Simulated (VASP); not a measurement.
Set up this calculation in VASP 6.6.1, as the native input.

- Task: single point
- Functional: PBE
- Potentials or basis: VASP PAW PBE potentials, release 64 (Zr_sv, F)
- Cutoff: 520 eV
- k mesh: 6 × 6 × 4
- Occupations: gaussian, width 0.1 eV
- Spin: collinear spin
- Starting moments: [1.0, 0.0, 0.0] μB
- Dipole correction: no
- Further INCAR settings: ALGO = Normal; EDIFF = 1e-06; NBANDS = 24

The structure of ZrF2 lies in POSCAR:

```
ZrF2
1.0
    2.8534575476      0.0000000000      0.0000000000
    0.0000000000      2.8534575476      0.0000000000
    0.0000000000      0.0000000000      5.7609975130
Zr F
1 2
Direct
    0.0000000000      0.0000000000      0.0000000000
    0.5000000000      0.5000000000      0.2202398517
    0.5000000000      0.5000000000      0.7797601483
```

This cell differs from its parent crystal: atoms taken out.

One way to write it, as run:

INCAR

```
SYSTEM = ZrF2
PREC = Accurate
ENCUT = 520
EDIFF = 1E-6
ISMEAR = 0
SIGMA = 0.1
LREAL = .FALSE.
LASPH = .TRUE.
NELM = 150
ALGO = Normal
ISIF = 2
LWAVE = .FALSE.
LCHARG = .TRUE.
ISPIN = 2
MAGMOM = 1 0 0
LORBIT = 11
LMAXMIX = 4
GGA = PE
LELF = .TRUE.
LVHAR = .TRUE.
NBANDS = 24
```

KPOINTS

```
Automatic mesh
0
G
  6 6 4
  0 0 0
```

Potentials or basis: VASP PAW PBE potentials, release 64 (Zr_sv, F).

Launch:

```bash
$ cat potpaw_PBE.64/Zr_sv/POTCAR potpaw_PBE.64/F/POTCAR > POTCAR
$ mpirun -np 1 vasp_std > vasp.out
```

Results of the run:

```
Pressure                                              : 0.2 GPa
Largest force                                         : 0.021 eV/Å
Band gap on the k mesh                                : zero (filled and empty bands overlap)
Net moment                                            : 0.00 μB per cell
Valence electrons inside the program's atomic spheres : Zr 9.93; F 6.08
```

Caveat: the k points lie up to 0.37 Å⁻¹ apart, too coarse for converged energies and pressures of a metal; the cell differs from its parent crystal (atoms taken out).

It took 34 s on 1 thread of AMD EPYC 9R45 96-Core Processor (Zen 5), on a shared host, peak memory 0.19 GiB.
